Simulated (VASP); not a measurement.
# Si: single point with r2SCAN

Crystal: Si.

```
Si
1.0
     2.56328    0.00000    0.00000
    -1.28164    2.21986    0.00000
     0.00000    0.00000    2.36911
Si
1
Direct
  0.00000 0.00000 0.00000
```

This cell differs from its parent crystal: strain -0.025 along x and y, -0.050 along z.

| Quantity | Value |
| --- | --- |
| Program | VASP 6.6.1 |
| Task | single point |
| Functional | r2SCAN |
| Potentials or basis | VASP PAW PBE potentials, release 64 (Si) |
| Cutoff | 520 eV |
| k mesh | 24 × 24 × 24 |
| Occupations | gaussian, width 0.15 eV |
| Spin | no spin polarisation |
| Dipole correction | no |
| Further INCAR settings | ALGO = Normal; EDIFF = 1e-06; NBANDS = 8 |

```yaml
Pressure: 14.8 GPa
Band_gap_on_the_k_mesh: zero (band 2 reaches 18.96 eV, above the bottom of band 3 at 5.49 eV)
```

Stress tensor (GPa, compression positive):
```
12.28  0.00  0.00
 0.00 12.28  0.00
 0.00  0.00 19.75
```

Levels at points of the mesh, in eV from the Fermi level:
| k point | band 1 | band 2 | band 3 | band 4 | band 5 | band 6 |
| --- | --- | --- | --- | --- | --- | --- |
| (0.00, 0.00, 0.00) | -15.78 | 8.07 | 9.67 | 11.63 | 11.63 | 13.11 |
| (0.50, 0.00, 0.00) | -8.43 | -7.88 | 5.63 | 6.73 | 15.45 | 17.00 |
| (0.00, 0.00, 0.50) | -9.90 | -8.25 | 16.37 | 16.37 | 16.41 | 16.41 |
| (0.50, 0.00, 0.50) | -3.27 | -2.62 | -1.44 | 1.27 | 10.25 | 13.18 |

Wall time 2.7 min on 1 thread of Intel Xeon 6975P-C, with other jobs on the host, peak memory 0.18 GiB.

Caveat: the cell differs from its parent crystal (strain -0.025 along x and y, -0.050 along z); the PAW data sets were made with another functional, which shifts forces and pressure a little.
